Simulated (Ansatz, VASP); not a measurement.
## Two plane-wave programs on Co

INCAR

```
SYSTEM = Co
PREC = Accurate ; ENCUT = 520
EDIFF = 1E-7 ; ISMEAR = -1
SIGMA = 0.1 ; LREAL = .FALSE.
LASPH = .TRUE. ; NELM = 150
ALGO = Normal ; ISIF = 2
LWAVE = .FALSE. ; LCHARG = .FALSE.
ISPIN = 2 ; MAGMOM = 0.3
LORBIT = 11 ; LMAXMIX = 4
GGA = PE ; NBANDS = 14
```

The input KPOINTS:

```
regular mesh
0
G
  11 11 11
  0 0 0
```

The input POSCAR:

```
Co
1.0
    0.0000000000      1.8140000000      1.8140000000
    1.8140000000      0.0000000000      1.8140000000
    1.8140000000      1.8140000000      0.0000000000
Co
1
Direct
    0.0000000000      0.0000000000      0.0000000000
```

Input for Ansatz:

```yaml
crystal:
  lattice:
    - [0.0, 1.814, 1.814]
    - [1.814, 0.0, 1.814]
    - [1.814, 1.814, 0.0]
  atoms:
    - { symbol: Co, position: [0.0, 0.0, 0.0], spin: 0.3 }
magnetization:
  spin_polarized: true
hamiltonian:
  xc: pbe
  pseudopotentials: { kind: paw }
basis:
  ecutwfc: 420
kpoints:
  mp_grid: { grid: [11, 11, 11] }
scf:
  occupations: { method: fermi_dirac, width: 0.1 }
  lower_state_search: "off"
output:
  forces: true
  stress: true
```

Change from the starting cell: parallel moments scaled by 0.1, free total moment.

Alike in both runs: task single point; functional PBE; k mesh 11 × 11 × 11; occupations fermi-dirac, width 0.1 eV; collinear spin.

|  | VASP | Ansatz |
| --- | --- | --- |
| version | VASP 6.6.1 | Ansatz 0.2.0 |
| potentials or method | VASP PAW PBE potentials, release 64 (Co), cutoff 520 eV | PAW, plane waves, scalar-relativistic |
| valence electrons in the cell | 9 | 17 |

```tsv
	VASP	Ansatz	Ansatz less VASP
pressure (GPa)	-25.5	-15.2	+10.30
net moment per atom (μB)	0.00	1.70	+1.699
size of the moment on the site where the two differ most (μB)	0.00	1.78	+1.775
```

The net moments are unlike, so the other rows may belong to different states. Site moments also hang on the region over which each program counts them. VASP's potentials hold 9 valence electrons a cell and Ansatz's 17, so a difference there can come from the potentials and not from the codes.
